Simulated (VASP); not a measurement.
# SiC (P6_3mc) in VASP: single point with r2SCAN

Aim: the single point of SiC with r2SCAN.

All numbers are computed with VASP 6.6.1; they aren't measurements. Logs are shortened: lines on timing, memory, paths and dates and some standing lists are left out, and cuts for length are marked.

### 1 The cell of the first run

The structure is hexagonal, space group P6_3mc (No. 186). Conventional cell: a = 3.078 Å, b = 3.078 Å, c = 15.107 Å, α = 90.00°, β = 90.00°, γ = 120.00°. Within 2.5 Å of Si (site symmetry 3m) lie 4 C at 1.88 to 1.89 Å. Within 2.5 Å of Si (site symmetry 3m) lie 4 C at 1.88 to 1.89 Å. Si (site symmetry 3m) has 4 C at 1.89 Å within 2.5 Å. Within 2.5 Å of C (site symmetry 3m) lie 4 Si at 1.88 to 1.89 Å. Within 2.5 Å of C (site symmetry 3m) lie 4 Si at 1.88 to 1.89 Å. Within 2.5 Å of C (site symmetry 3m) lie 4 Si at 1.89 Å.

### 2 Single point, r2SCAN

Input file POSCAR:

```
SiC
1.0
    3.0784702720      0.0000000029      0.0000000000
   -1.5392351385      2.6660334589      0.0000000000
    0.0000000000      0.0000000000     15.1069150223
Si C
6 6
Direct
    0.3333333333      0.6666666667      0.8329860523
    0.6666666667      0.3333333333      0.3329860523
    0.6666666667      0.3333333333      0.6665012659
    0.3333333333      0.6666666667      0.1665012659
    0.0000000000      0.0000000000      0.4997218498
    0.0000000000      0.0000000000      0.9997218498
    0.0000000000      0.0000000000      0.8743670469
    0.0000000000      0.0000000000      0.3743670469
    0.3333333333      0.6666666667      0.7079969704
    0.6666666667      0.3333333333      0.2079969704
    0.6666666667      0.3333333333      0.5415278148
    0.3333333333      0.6666666667      0.0415278148
```

Input file INCAR.step1:

```
SYSTEM = SiC
ALGO = Normal
EDIFF = 1E-4
ENCUT = 520
GGA = PE
ISMEAR = 0
LASPH = .True.
LCHARG = .False.
LREAL = .False.
LWAVE = .True.
NBANDS = 36
NELM = 80
PREC = Accurate
SIGMA = 0.02
```

Input file INCAR.step2:

```
SYSTEM = SiC
ALGO = Normal
EDIFF = 1E-7
ENCUT = 520
ISIF = 2
ISMEAR = 0
ISTART = 1
LASPH = .True.
LCHARG = .False.
LMIXTAU = .True.
LREAL = .False.
LWAVE = .False.
METAGGA = R2SCAN
NBANDS = 36
NELM = 80
PREC = Accurate
SIGMA = 0.02
```

Input file KPOINTS:

```
k-points
0
Gamma
  12 12 2
  0 0 0
```

Potentials or basis: VASP PAW PBE potentials, release 64 (Si, C).

The run is started by

```
$ cat potpaw_PBE.64/Si/POTCAR potpaw_PBE.64/C/POTCAR > POTCAR
$ cp INCAR.step1 INCAR
$ mpirun -np 1 vasp_std > vasp.out
$ cp INCAR.step2 INCAR
$ mpirun -np 1 vasp_std > vasp.out
```

OUTCAR:

```text
SYSTEM = SiC
   EDIFF = 1E-7
   ENCUT = 520
   ISIF = 2
   ISMEAR = 0
   ISTART = 1
   LASPH = .True.
   LREAL = .False.
   METAGGA = R2SCAN
   NELM = 80
   PREC = Accurate

 ion  position               nearest neighbor table
   1  0.333  0.667  0.833-   7 1.88   7 1.88   7 1.88   9 1.89   3 3.08   3 3.08   3 3.08   6 3.08
                             6 3.08   6 3.08
   2  0.667  0.333  0.333-   8 1.88   8 1.88   8 1.88  10 1.89   4 3.08   4 3.08   4 3.08   5 3.08
                             5 3.08   5 3.08
   3  0.667  0.333  0.667-   9 1.88   9 1.88   9 1.88  11 1.89   1 3.08   1 3.08   1 3.08   5 3.08
                             5 3.08   5 3.08
   4  0.333  0.667  0.167-  10 1.88  10 1.88  10 1.88  12 1.89   2 3.08   2 3.08   2 3.08   6 3.08
                             6 3.08   6 3.08
   5  0.000  0.000  0.500-  11 1.89  11 1.89  11 1.89   8 1.89   2 3.08   2 3.08   2 3.08   3 3.08
                             3 3.08   3 3.08
   6  0.000  0.000  1.000-  12 1.89  12 1.89  12 1.89   7 1.89   1 3.08   1 3.08   1 3.08   4 3.08
                             4 3.08   4 3.08
   7  0.000  0.000  0.874-   1 1.88   1 1.88   1 1.88   6 1.89
   8  0.000  0.000  0.374-   2 1.88   2 1.88   2 1.88   5 1.89
   9  0.333  0.667  0.708-   3 1.88   3 1.88   3 1.88   1 1.89
  10  0.667  0.333  0.208-   4 1.88   4 1.88   4 1.88   2 1.89
  11  0.667  0.333  0.542-   5 1.89   5 1.89   5 1.89   3 1.89
  12  0.333  0.667  0.042-   6 1.89   6 1.89   6 1.89   4 1.89

  LATTYP: Found a hexagonal cell.
 ALAT       =     3.0784702720
 C/A-ratio  =     4.9072798135

  Lattice vectors:

 A1 = (   3.0784702720,   0.0000000029,   0.0000000000)
 A2 = (  -1.5392351385,   2.6660334589,   0.0000000000)
 A3 = (   0.0000000000,   0.0000000000,  15.1069150223)

Analysis of symmetry for initial positions (statically):
=====================================================================
 Subroutine PRICEL returns:
 Original cell was already a primitive cell.

 Routine SETGRP: Setting up the symmetry group for a
 hexagonal supercell.

 Subroutine GETGRP returns: Found 12 space group operations
 (whereof  6 operations were pure point group operations)
 out of a pool of 24 trial point group operations.

The static configuration has the point symmetry C_3v.
 The point group associated with its full space group is C_6v.

Analysis of symmetry for dynamics (positions and initial velocities):
=====================================================================
 Subroutine PRICEL returns:
 Original cell was already a primitive cell.

 Routine SETGRP: Setting up the symmetry group for a
 hexagonal supercell.

 Subroutine GETGRP returns: Found 12 space group operations
 (whereof  6 operations were pure point group operations)
 out of a pool of 24 trial point group operations.

The dynamic configuration has the point symmetry C_3v.
 The point group associated with its full space group is C_6v.

 Subroutine INISYM returns: Found 12 space group operations
 (whereof  6 operations are pure point group operations),
 and found     1 'primitive' translations

----------------------------------------------------------------------------------------

                                     Primitive cell

  volume of cell :     123.9871

  direct lattice vectors                    reciprocal lattice vectors
     3.078470272  0.000000003  0.000000000     0.324836659  0.187544533  0.000000000
    -1.539235139  2.666033459  0.000000000    -0.000000000  0.375089066  0.000000000
     0.000000000  0.000000000 15.106915022     0.000000000  0.000000000  0.066194852

  length of vectors
     3.078470272  3.078470272 15.106915022     0.375089066  0.375089066  0.066194852

  position of ions in fractional coordinates (direct lattice)
     0.333333333  0.666666667  0.832986052
     0.666666667  0.333333333  0.332986052
     0.666666667  0.333333333  0.666501266
     0.333333333  0.666666667  0.166501266
     0.000000000  0.000000000  0.499721850
     0.000000000  0.000000000  0.999721850
     0.000000000  0.000000000  0.874367047
     0.000000000  0.000000000  0.374367047
     0.333333333  0.666666667  0.707996970
     0.666666667  0.333333333  0.207996970
     0.666666667  0.333333333  0.541527815
     0.333333333  0.666666667  0.041527815

  ion indices of the primitive-cell ions
   primitive index   ion index
                 1           1
                 2           2
                 3           3
                 4           4
                 5           5
                 6           6
                 7           7
                 8           8
                 9           9
                10          10
                11          11
                12          12

----------------------------------------------------------------------------------------

 KPOINTS: k-points

Automatic generation of k-mesh.
 Grid dimensions read from file:
 generate k-points for:   12   12    2

 Generating k-lattice:

  Cartesian coordinates                     Fractional coordinates (reciprocal lattice)
     0.027069722  0.015628711  0.000000000     0.083333333 -0.000000000  0.000000000
    -0.000000000  0.031257422  0.000000000     0.000000000  0.083333333  0.000000000
     0.000000000  0.000000000  0.033097426     0.000000000  0.000000000  0.500000000

  Length of vectors
     0.031257422  0.031257422  0.033097426

  Shift w.r.t. Gamma in fractional coordinates (k-lattice)
     0.000000000  0.000000000  0.000000000

 Subroutine IBZKPT returns following result:
 ===========================================

 Found     38 irreducible k-points:

 Following reciprocal coordinates:
            Coordinates               Weight
  0.000000  0.000000  0.000000      1.000000
  0.083333  0.000000  0.000000      6.000000
  0.166667 -0.000000  0.000000      6.000000
  0.250000  0.000000  0.000000      6.000000
  0.333333 -0.000000  0.000000      6.000000
  0.416667  0.000000  0.000000      6.000000
[... 16 lines left out ...]
  0.250000  0.000000  0.500000      6.000000
  0.333333 -0.000000  0.500000      6.000000
 [... further k-points ...]
   k-points           NKPTS =     38   k-points in BZ     NKDIM =     38   number of bands    NBANDS=     36
   number of dos      NEDOS =    301   number of ions     NIONS =     12
   total plane-waves  NPLWV =  64512
   dimension x,y,z NGX =    24 NGY =   24 NGZ =  112
   dimension x,y,z NGXF=    48 NGYF=   48 NGZF=  224
   ions per type =               6   6
   NGX,Y,Z   is equivalent  to a cutoff of  12.96, 12.96, 12.33 a.u.
   NGXF,Y,Z  is equivalent  to a cutoff of  25.92, 25.92, 24.65 a.u.
 SYSTEM =  SiC
   PREC   = accura    normal or accurate (medium, high low for compatibility)
   ISTART =      1    job   : 0-new  1-cont  2-samecut
   ICHARG =      0    charge: 1-file 2-atom 10-const
   ISPIN  =      1    spin polarized calculation?
   LNONCOLLINEAR =      F non collinear calculations
   LSORBIT =      F    spin-orbit coupling
   LASPH  =      T    aspherical Exc in radial PAW
   ENCUT  =  520.0 eV  38.22 Ry    6.18 a.u.   5.72  5.72 28.09*2*pi/ulx,y,z
   NELM   =     80;   NELMIN=  2; NELMDL=  0     # of ELM steps
   EDIFF  = 0.1E-06   stopping-criterion for ELM
   LREAL  =      F    real-space projection
   EDIFFG = 0.1E-05   stopping-criterion for IOM
   NSW    =      0    number of steps for IOM
   IBRION =     -1    ionic relax: 0-MD 1-quasi-New 2-CG
   NFREE  =      0    steps in history (QN), initial steepest desc. (CG)
   ISIF   =      2    stress and relaxation
   ISYM   =      2    0-nonsym 1-usesym 2-fastsym
   POTIM  = 0.5000    time-step for ionic-motion
   TEBEG  =    0.0;   TEEND  =   0.0 temperature during run
   PSTRESS=    0.0 pullay stress
   NELECT =      48.0000    total number of electrons
   NUPDOWN=      -1.0000    fix difference up-down
   EMIN   =  10.00;   EMAX   =-10.00  energy-range for DOS
   EFERMI =   0.00;   METHOD = LEGACY
   ISMEAR =     0;   SIGMA  =   0.02  broadening in eV -4-tet -1-fermi 0-gaus
   EFERMI_NEDOS =   21; number of points for ismear=-14 and -15
   IALGO  =     38    algorithm
   IMIX   =      4    mixing-type and parameters
     AMIX     =   0.40;   BMIX     =  1.00
     AMIX_MAG =   1.60;   BMIX_MAG =  1.00
  volume/ion in A,a.u.               =      10.33        69.73
  Fermi-wavevector in a.u.,A,eV,Ry     =   1.193154  2.254734 19.369474  1.423616
  Thomas-Fermi vector in A             =   2.329175
   LORBIT       =      0    0 simple, 1 ext, 2 COOP (PROOUT), +10 PAW based schemes
   METAGGA = R2SCAN    functional components
   LHFCALC =     F    Hartree Fock is set to
   AEXX    =    0.0000 exact exchange contribution
   IVDW    =     0    specifies the selected vdW correction
   LEPSILON=     F    determine dielectric tensor
   LRPA    =     F    only Hartree local field effects (RPA)
 non-spin polarized calculation
 Gauss-broadening in eV      SIGMA  =   0.02
  energy-cutoff  :      520.00
  volume of cell :      123.99
 maximum number of plane-waves:      3358
 NGX is ok and might be reduce to    24
   NGX = 11   NGY = 11   NGZ = 57

 number of electron      47.9999998 magnetization

 Free energy of the ion-electron system (eV)
  ---------------------------------------------------
  ext. energy  EPLUGINS =         0.00000000
  ---------------------------------------------------
  free energy    TOTEN  =      -115.96444731 eV

  energy without entropy =     -115.96444731  energy(sigma->0) =     -115.96444731

 E-fermi :   8.1503     XC(G=0): -11.9382

 val. band max:        8.0454896077   @ k =   0.0000   0.0000   0.0000
 cond. band min:      10.4439334440   @ k =   0.5000   0.0000   0.0000
 fundamental gap:      2.3984438363
 Fermi energy:         8.1502533295

 k-point     1 :       0.0000    0.0000    0.0000
  band No.  band energies     occupation
      1      -8.2000      2.00000
      2      -7.6593      2.00000
      3      -7.6229      2.00000
      4      -6.0849      2.00000
      5      -6.0539      2.00000
      6      -4.5701      2.00000
[... 28 lines left out ...]
     35      15.9672      0.00000
     36      16.0429      0.00000
[... 866 lines left out ...]
      6      -3.6048      2.00000
[... 28 lines left out ...]
     35      16.5245      0.00000
     36      16.5245      0.00000

 [... further k-points ...]
[... 5 lines left out ...]
  --------------------------------------------------------------------------------------
  -------------------------------------------------------------------------------------
  Total       -0.1439305     -0.1439305     -0.1430790     -0.0000000      0.0000000      0.0000000
  in kB       -1.8598894     -1.8598894     -1.8488859     -0.0000000      0.0000000      0.0000000
  external PRESSURE =      -1.8562215 kB  Pullay stress =       0.0000000 kB

 VOLUME and BASIS-vectors are now :
 -----------------------------------------------------------------------------
  energy-cutoff  :      520.00
  volume of cell :      123.99
      direct lattice vectors                 reciprocal lattice vectors
     3.078470272  0.000000003  0.000000000     0.324836659  0.187544533  0.000000000
    -1.539235139  2.666033459  0.000000000    -0.000000000  0.375089066  0.000000000
     0.000000000  0.000000000 15.106915022     0.000000000  0.000000000  0.066194852

 POSITION                                       TOTAL-FORCE (eV/Angst)
 -----------------------------------------------------------------------------------
     -0.00000      1.77736     12.58385        -0.000000      0.000000     -0.000910
      1.53924      0.88868      5.03039         0.000000      0.000000     -0.000910
      1.53924      0.88868     10.06878        -0.000000      0.000000     -0.000751
     -0.00000      1.77736      2.51532         0.000000     -0.000000     -0.000751
      0.00000      0.00000      7.54926        -0.000000      0.000000      0.000779
      0.00000      0.00000     15.10271         0.000000      0.000000      0.000779
      0.00000      0.00000     13.20899        -0.000000      0.000000      0.000135
      0.00000      0.00000      5.65553        -0.000000     -0.000000      0.000135
     -0.00000      1.77736     10.69565        -0.000000     -0.000000      0.000353
      1.53924      0.88868      3.14219        -0.000000      0.000000      0.000353
      1.53924      0.88868      8.18081        -0.000000     -0.000000      0.000395
     -0.00000      1.77736      0.62736         0.000000      0.000000      0.000395
 -----------------------------------------------------------------------------------
    total drift:                               -0.000000     -0.000000      0.000293

  FREE ENERGIE OF THE ION-ELECTRON SYSTEM (eV)
  ---------------------------------------------------
  free  energy   TOTEN  =      -115.9644473112 eV

  energy  without entropy=     -115.9644473112  energy(sigma->0) =     -115.96444731
```

Wall time 12 min (1 thread of Intel Xeon Platinum 8259CL at 2.50GHz (Skylake/Cascade Lake), shared host); peak memory 0.31 GiB.

Results:

- Free energy: -115.9644 eV
- Pressure: -0.2 GPa
- Band gap on the k mesh: 2.40 eV (least direct gap 3.56 eV)

Caveat: the PAW data sets were made with another functional, which shifts forces and pressure a little. A k mesh can miss the band edges.
